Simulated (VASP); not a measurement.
Here is a VASP 6.6.1 calculation.

INCAR

```
SYSTEM = Pt
  PREC = Accurate
  ENCUT = 520
  EDIFF = 1E-6
  ISMEAR = 0
  SIGMA = 0.1
  LREAL = .False.
  LASPH = .True.
  NELM = 80
  ALGO = Fast
  ISIF = 2
  LWAVE = .False.
  LCHARG = .False.
  LDIPOL = .True.
  IDIPOL = 3
  DIPOL = 0.5 0.5 0.500
  GGA = CA
  NBANDS = 33
```

The input KPOINTS:

```
regular mesh
0
Gamma
  12 12 1
  0 0 0
```

File POSCAR:

```
Pt
1.0
    2.8072933478      0.0000000000      0.0000000000
   -1.4036466739      2.4311873550      0.0000000000
    0.0000000000      0.0000000000     24.1685816804
Pt
5
Direct
    0.6666666667      0.3333333333      0.3103202372
    0.3333333333      0.6666666667      0.4051601186
    0.0000000000      0.0000000000      0.5000000000
    0.6666666667      0.3333333333      0.5948398814
    0.3333333333      0.6666666667      0.6896797628
```

Potentials or basis: VASP PAW LDA potentials, release 64 (Pt).

Run with:

```console
$ cat potpaw_LDA.64/Pt/POTCAR > POTCAR
$ mpirun -np 1 vasp_std > vasp.out
```

(1) What does it give for the largest force?

(2) Estimate the band gap on the k mesh.

Answers

(1) 0.525 eV/Å.

(2) zero (band 25 reaches 2.27 eV, above the bottom of band 26 at 0.85 eV).

Caveat: spin-orbit coupling is left out, which moves the levels of the heavy elements.
